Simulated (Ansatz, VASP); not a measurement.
Au in VASP and in Ansatz

File POSCAR:

```
Au
1.0
    2.8999984104      0.0000000000      0.0000000000
   -1.4499992052      2.5114722944      0.0000000000
    0.0000000000      0.0000000000      4.8800000000
Au
2
Direct
    0.2564122517      0.6103565268      0.7295081967
    0.6666666667      0.3333333333      0.2500000000
```

File INCAR.step1:

```
  ALGO = Normal
  EDIFF = 1E-5
  ENCUT = 550
  GGA = PE
  GGA_COMPAT = False
  ISMEAR = 0
  KPAR = 4
  LASPH = True
  LCHARG = False
  LREAL = False
  LWAVE = True
  NBANDS = 18
  NELM = 120
  PREC = Accurate
  SIGMA = 0.15
```

The input INCAR.step2:

```
  ALGO = Normal
  EDIFF = 1E-6
  ENCUT = 550
  GGA_COMPAT = False
  ISIF = 2
  ISMEAR = 0
  ISTART = 1
  KPAR = 4
  LASPH = True
  LCHARG = False
  LMIXTAU = True
  LREAL = False
  LWAVE = False
  METAGGA = R2SCAN
  NBANDS = 18
  NELM = 120
  PREC = Accurate
  SIGMA = 0.15
```

KPOINTS

```
k-points
0
Gamma
  18 18 10
```

Input for Ansatz:

```yaml
crystal:
  lattice:
    - [2.8999984104, 0.0, 0.0]
    - [-1.4499992052, 2.5114722944, 0.0]
    - [0.0, 0.0, 4.88]
  atoms:
    - { symbol: Au, position: [0.2564122517, 0.6103565268, 0.7295081967] }
    - { symbol: Au, position: [0.6666666667, 0.3333333333, 0.25] }
basis:
  ecutwfc: 500
kpoints:
  mp_grid: { grid: [18, 18, 10] }
hamiltonian:
  xc: r2scan
scf:
  occupations: { method: gaussian, width: 0.15 }
output:
  forces: true
  stress: true
  eigenvalues: true
  write_density: true
  write_potential: true
  elf: true
  volumetric_format: npy
```

Alike in both runs: task single point; functional r2SCAN; k mesh 18 × 18 × 10; occupations gaussian, width 0.15 eV; no spin polarisation.

|  | VASP | Ansatz |
| --- | --- | --- |
| version | VASP 6.6.1 | Ansatz 0.2.0 |
| potentials or method | VASP PAW PBE potentials, release 64 (Au), cutoff 550 eV | scalar-relativistic, plane waves, PAW |
| valence electrons in the cell | 22 | 38 |

```tsv
	VASP	Ansatz	Ansatz less VASP
gap on the k mesh at the Fermi level (eV)	none	none	-
pressure (GPa)	0.0	-0.3	-0.28
traceless stress, the component that is largest in VASP (GPa)	1.02	1.03	+0.010
rms of the force components (eV/Å)	0.402	0.396	-0.0057
```

VASP's potentials were made for PBE, not for r2SCAN. Atom by atom the forces differ by 0.006 eV/Å (rms over components). A gap of «none» marks a metal or a gap that the smearing closes. The functional is the same, so the differences come from potentials, cutoffs and numerics. VASP's potentials hold 22 valence electrons a cell and Ansatz's 38, so a difference there can come from the potentials and not from the codes.

Spin-orbit coupling is off throughout.
